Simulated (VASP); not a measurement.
Wanted: the native input for a VASP 6.6.1 run.

* Task: single point
* Functional: PBE
* Potentials or basis: VASP PAW PBE potentials, release 64 (Cu, Sb)
* Cutoff: 520 eV
* k mesh: 3 × 3 × 4
* Occupations: gaussian, width 0.1 eV
* Spin: no spin polarisation
* Dipole correction: no
* Further INCAR settings: ALGO = Normal; EDIFF = 1e-07; NBANDS = 26

The structure of Cu2Sb3 lies in POSCAR:

```
Cu2Sb3
1.0
    6.2638140711      0.0000000000      0.0000000000
   -3.1319070356      5.4246221102      0.0000000000
    0.0000000000      0.0000000000      4.1523115373
Cu Sb
2 3
Direct
    0.3333333333      0.6666666667      0.5000000000
    0.6666666667      0.3333333333      0.5000000000
    0.5000000000      0.0000000000      0.0000000000
    0.0000000000      0.5000000000      0.0000000000
    0.5000000000      0.5000000000      0.0000000000
```

The cell was generated, and may not be a known phase.

One way to write it, as run:

INCAR

```
SYSTEM = Cu2Sb3
PREC = Accurate
ENCUT = 520
EDIFF = 1E-7
ISMEAR = 0
SIGMA = 0.1
LREAL = .FALSE.
LASPH = .TRUE.
NELM = 60
ALGO = Normal
ISIF = 2
LWAVE = .FALSE.
LCHARG = .TRUE.
GGA = PE
LELF = .TRUE.
LVHAR = .TRUE.
NBANDS = 26
```

KPOINTS

```
Automatic mesh
0
G
  3 3 4
  0 0 0
```

Potentials or basis: VASP PAW PBE potentials, release 64 (Cu, Sb).

Launch:

```bash
$ cat potpaw_PBE.64/Cu/POTCAR potpaw_PBE.64/Sb/POTCAR > POTCAR
$ mpirun -np 1 vasp_std > vasp.out
```

Results of the run:

```yaml
Pressure: 0.0 GPa
Band_gap_on_the_k_mesh: zero (an odd number of electrons rules out a gap without spin polarisation)
```

Caveat: the k points lie up to 0.39 Å⁻¹ apart, too coarse for converged energies and pressures of a metal; spin-orbit coupling is left out, which moves the levels of the heavy elements.

It took 110 s on 1 thread of Intel Xeon 8259CL, with other jobs on the host, peak memory 0.26 GiB.
